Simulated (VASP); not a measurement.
LiCl:

```xyz
4
Lattice="3.5749 0.0000 0.0000 -1.7875 3.0960 0.0000 0.0000 0.0000 6.0241" Properties=species:S:1:pos:R:3 pbc="T T T"
Li    0.0000    0.0000    0.0000
Li    0.0000    0.0000    3.0120
Cl    0.0000    2.0640    1.5060
Cl    1.7875    1.0320    4.5181
```

Program: VASP 6.6.1. Alike in all runs: task single point; potentials or basis VASP PAW PBE potentials, release 64 (Li_sv, Cl); no spin polarisation; cell as given; cutoff (eV) 520; smearing gaussian 0.01 eV. Hardware: 1 thread of Intel(R) Xeon(R) Platinum 8559C (Emerald Rapids) (shared host).

Task: Order these runs on this cell by their wall time, lowest first.
A. level r2SCAN; k mesh 12 × 12 × 4
B. level PBE; k mesh 12 × 12 × 4
C. level r2SCAN; k mesh 6 × 6 × 4

Result: B (28 s), C (59 s), A (120 s).
